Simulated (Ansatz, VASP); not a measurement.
# Al3Pd: VASP beside Ansatz

```
Pd Al
1.0
     3.97305    0.00000    0.00000
     0.00000    3.97305    0.00000
     0.00000    0.00000    3.97305
Pd Al
1 3
Direct
  0.00000 0.00000 0.00000
  0.50000 0.50000 0.00000
  0.50000 0.00000 0.50000
  0.00000 0.50000 0.50000
```

Change from the starting cell: volume scaled by 1.02.

Alike in both runs: task single point; functional LDA; k mesh 7 × 7 × 7; occupations fermi-dirac, width 0.05 eV; no spin polarisation.

|  | VASP | Ansatz |
| --- | --- | --- |
| version | VASP 6.6.1 | Ansatz 0.2.0 |
| potentials or method | VASP PAW LDA potentials, release 64 (Pd, Al), cutoff 520 eV | all-electron LAPW, scalar-relativistic |

```tsv
	VASP	Ansatz	Ansatz less VASP
gap on the k mesh at the Fermi level (eV)	none	none	-
pressure (GPa)	-6.5	-6.7	-0.23
```

LDA's correlation is that of Perdew and Zunger in VASP and of Perdew and Wang (1992) in Ansatz. A gap of «none» marks a metal or a gap that the smearing closes. Ansatz ran all-electron here, and VASP with PAW potentials.
